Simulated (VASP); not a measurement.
Input of a VASP 6.6.1 run:

INCAR

```
  PREC = Accurate
  ENCUT = 520
  EDIFF = 1E-7
  ISMEAR = 0
  SIGMA = 0.02
  LREAL = Auto
  LASPH = True
  NELM = 80
  ALGO = Normal
  ISIF = 2
  LWAVE = False
  LCHARG = False
  GGA = PE
  NBANDS = 99
```

KPOINTS

```
Automatic mesh
0
Gamma
  2 2 2
```

POSCAR

```
Zn9S10
1.0
    0.0000000000     -6.6618213655      0.0000000000
    5.7693065380     -3.3309106827      0.0000000000
    0.0000000000     -2.2206071218      9.4492875734
Zn S
9 10
Direct
    0.6577341358      0.6749643089      0.9624218682
    0.3306618109      0.3394236356      0.9944092533
    0.0033795495      0.0018324559      0.9965771416
    0.4503295916      0.6626389107      0.6343574532
    0.1171852681      0.3315008463      0.6760641954
    0.7853897685      0.9870259038      0.6787416459
    0.1504912356      0.6596711364      0.3311218942
    0.9246249843      0.2800698818      0.3619540599
    0.5467174250      1.0449172635      0.3498728316
    0.6280307657      0.6642966490      0.3433927664
    0.2465051944      0.3042239112      0.2444240354
    0.9026259057      0.0149699101      0.2462268168
    0.1285645791      0.6609485863      0.5744582285
    0.8185370616      0.3115358819      0.6043663033
    0.4745682898      1.0095083285      0.5964057032
    0.3459079381      0.6700770664      0.8914896424
    0.0245562252      0.3372360243      0.9187522268
    0.6910339825      0.0029885741      0.9228122154
    0.5050335211     -0.3913392338      0.1857415161
```

Potentials or basis: VASP PAW PBE potentials, release 64 (Zn, S).

The run is started by

```console
$ cat potpaw_PBE.64/Zn/POTCAR potpaw_PBE.64/S/POTCAR > POTCAR
$ mpirun -np 1 vasp_std > vasp.out
```

Predict the largest force.

0.140 eV/Å.

Estimate the band gap on the k mesh.

1.76 eV.

Forces in eV/Å, atoms in the order of the input:
```
Zn   0.004  0.000  0.001
Zn   0.003 -0.003  0.001
Zn  -0.006 -0.004 -0.001
Zn  -0.001  0.000  0.000
Zn   0.000  0.000 -0.001
Zn   0.000 -0.002  0.000
Zn   0.003  0.007  0.002
Zn  -0.006  0.001 -0.002
Zn   0.003 -0.002  0.000
S   -0.021  0.096 -0.099
S    0.003  0.004 -0.009
S    0.003  0.001 -0.007
S   -0.001 -0.003  0.002
S    0.002  0.000  0.006
S   -0.005 -0.002  0.005
S    0.002  0.005 -0.009
S   -0.002  0.002  0.006
S    0.003 -0.005  0.003
S    0.016 -0.095  0.102
```

Caveat: the k points lie up to 0.56 Å⁻¹ apart.
